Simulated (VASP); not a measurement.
Here is a VASP 6.6.1 calculation.

Contents of INCAR:

```
SYSTEM = HfO2
PREC     = Accurate       ! precision mode
ENCUT    = 520            ! plane-wave cutoff, eV
EDIFF    = 1E-7           ! SCF threshold, eV
ISMEAR   = 0              ! smearing method
SIGMA    = 0.02           ! smearing width, eV
LREAL    = .False.        ! projectors in reciprocal space
LASPH    = .True.         ! aspherical terms in the spheres
NELM     = 80             ! most SCF steps
ALGO     = Normal         ! electronic algorithm
ISIF     = 2              ! what is computed and relaxed
LWAVE    = .False.        ! write WAVECAR
LCHARG   = .False.        ! write CHGCAR
GGA      = PE             ! functional
NBANDS   = 31             ! bands
```

File KPOINTS:

```
Automatic mesh
0
Gamma
  8 8 8
  0 0 0
```

Contents of POSCAR:

```
HfO2
1.0
   -2.0097111786      2.0097111786      5.3212988156
    2.0097111786     -2.0097111786      5.3212988156
    2.0097111786      2.0097111786     -5.3212988156
Hf O
2 4
Direct
    0.0000000000      0.0000000000      0.0000000000
    0.7500000000      0.2500000000      0.5000000000
    0.9517231771      0.4517231771      0.5000000000
    0.2017231771      0.2017231771      0.0000000000
    0.5482768229      0.0482768229      0.5000000000
    0.7982768229      0.7982768229      0.0000000000
```

Potentials or basis: VASP PAW PBE potentials, release 64 (Hf_pv, O).

Launch:

```console
$ cat potpaw_PBE.64/Hf_pv/POTCAR potpaw_PBE.64/O/POTCAR > POTCAR
$ mpirun -np 1 vasp_std > vasp.out
```

Problem. Estimate the largest force.

Solution. 0.046 eV/Å.

Problem. Estimate the pressure.

Solution. -2.4 GPa.

Forces in eV/Å, atoms in the order of the input:
```
Hf   0.000  0.000  0.000
Hf   0.000  0.000  0.000
O    0.000  0.000 -0.046
O    0.000  0.000 -0.046
O    0.000  0.000  0.046
O    0.000  0.000  0.046
```
